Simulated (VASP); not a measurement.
Write the native input for VASP 6.6.1 that does the following.

| Item | Value |
| --- | --- |
| Task | single point |
| Functional | HSE06 |
| Potentials or basis | VASP PAW PBE potentials, release 64 (Si, O) |
| Cutoff | 520 eV |
| k mesh | 6 × 6 × 2 |
| Occupations | gaussian, width 0.01 eV |
| Spin | no spin polarisation |
| Dipole correction | no |
| Grid for exact exchange (PRECFOCK) | Fast |
| Further INCAR settings | ALGO = Normal; EDIFF = 1e-07; NBANDS = 25 |
| Share of exact exchange | 0.25 |
| Screening parameter | 0.2079 1/Å |

Crystal: SiO2.

```xyz
6
Lattice="2.8254 0.0000 0.0000 0.0000 2.8254 0.0000 0.0000 0.0000 8.1887" Properties=species:S:1:pos:R:3 pbc="T T T"
Si    0.0000    0.0000    0.0000
Si    1.4127    1.4127    4.0943
O     0.0000    1.4127    3.2587
O     0.0000    1.4127    7.3530
O     1.4127    0.0000    4.9299
O     1.4127    0.0000    0.8356
```

One way to write it, as run:

POSCAR

```
SiO2
1.0
    2.8254041668      0.0000000000      0.0000000000
    0.0000000000      2.8254041668      0.0000000000
    0.0000000000      0.0000000000      8.1886518438
Si O
2 4
Direct
    0.0000000000      0.0000000000      0.0000000000
    0.5000000000      0.5000000000      0.5000000000
    0.0000000000      0.5000000000      0.3979541675
    0.0000000000      0.5000000000      0.8979541675
    0.5000000000      0.0000000000      0.6020458325
    0.5000000000      0.0000000000      0.1020458325
```

INCAR.step1

```
SYSTEM = SiO2
PREC = Accurate
ENCUT = 520
EDIFF = 1E-5
ISMEAR = 0
SIGMA = 0.01
LREAL = .False.
LASPH = .True.
NELM = 80
ALGO = Normal
ISIF = 2
LWAVE = .True.
LCHARG = .False.
GGA = PE
NBANDS = 25
```

INCAR.step2

```
SYSTEM = SiO2
PREC = Accurate
ENCUT = 520
EDIFF = 1E-7
ISMEAR = 0
SIGMA = 0.01
LREAL = .False.
LASPH = .True.
NELM = 80
ALGO = Normal
ISIF = 2
LWAVE = .False.
LCHARG = .False.
GGA = PE
LHFCALC = .True.
HFSCREEN = 0.2079
PRECFOCK = Fast
ISTART = 1
NBANDS = 25
```

KPOINTS

```
Automatic mesh
0
Gamma
  6 6 2
  0 0 0
```

Potentials or basis: VASP PAW PBE potentials, release 64 (Si, O).

Command:

```sh
$ cat potpaw_PBE.64/Si/POTCAR potpaw_PBE.64/O/POTCAR > POTCAR
$ cp INCAR.step1 INCAR
$ mpirun -np 1 vasp_std > vasp.out
$ cp INCAR.step2 INCAR
$ mpirun -np 1 vasp_std > vasp.out
```

Results of the run:

```json
{"Pressure": "0.2 GPa", "Largest force": "0.128 eV/Å", "Band gap on the k mesh": "7.15 eV (least direct gap 7.48 eV)"}
```

Caveat: the PAW data sets were made with another functional, which shifts forces and pressure a little.

It took 29 min on 1 thread of Oxide Virtual Turin-like Processor (shared host), peak memory 0.27 GiB.
